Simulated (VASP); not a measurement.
Input of a VASP 6.6.1 run:

INCAR

```
PREC     = Accurate       # precision mode
ENCUT    = 520            # plane-wave cutoff, eV
EDIFF    = 1E-6           # SCF threshold, eV
ISMEAR   = -1             # smearing method
SIGMA    = 0.05           # smearing width, eV
LREAL    = False          # projectors in reciprocal space
LASPH    = True           # aspherical terms in the spheres
NELM     = 100            # most SCF steps
ALGO     = Normal         # electronic algorithm
ISIF     = 2              # what is computed and relaxed
LWAVE    = False          # write WAVECAR
LCHARG   = False          # write CHGCAR
GGA      = CA             # functional
NBANDS   = 18             # bands
```

The input KPOINTS:

```
regular mesh
0
Gamma
  7 7 7
```

Contents of POSCAR:

```
TiAu
1.0
    3.2540000000      0.0000000000      0.0000000000
    0.0000000000      3.2540000000      0.0000000000
    0.0000000000      0.0000000000      3.2540000000
Ti Au
1 1
Direct
    0.5000000000      0.5000000000      0.5000000000
    0.0000000000      0.0000000000      0.0000000000
```

Potentials or basis: VASP PAW LDA potentials, release 64 (Ti_sv, Au).

Launch:

```bash
$ cat potpaw_LDA.64/Ti_sv/POTCAR potpaw_LDA.64/Au/POTCAR > POTCAR
$ mpirun -np 1 vasp_std > vasp.out
```

Q: Predict the pressure.

A: -8.7 GPa.
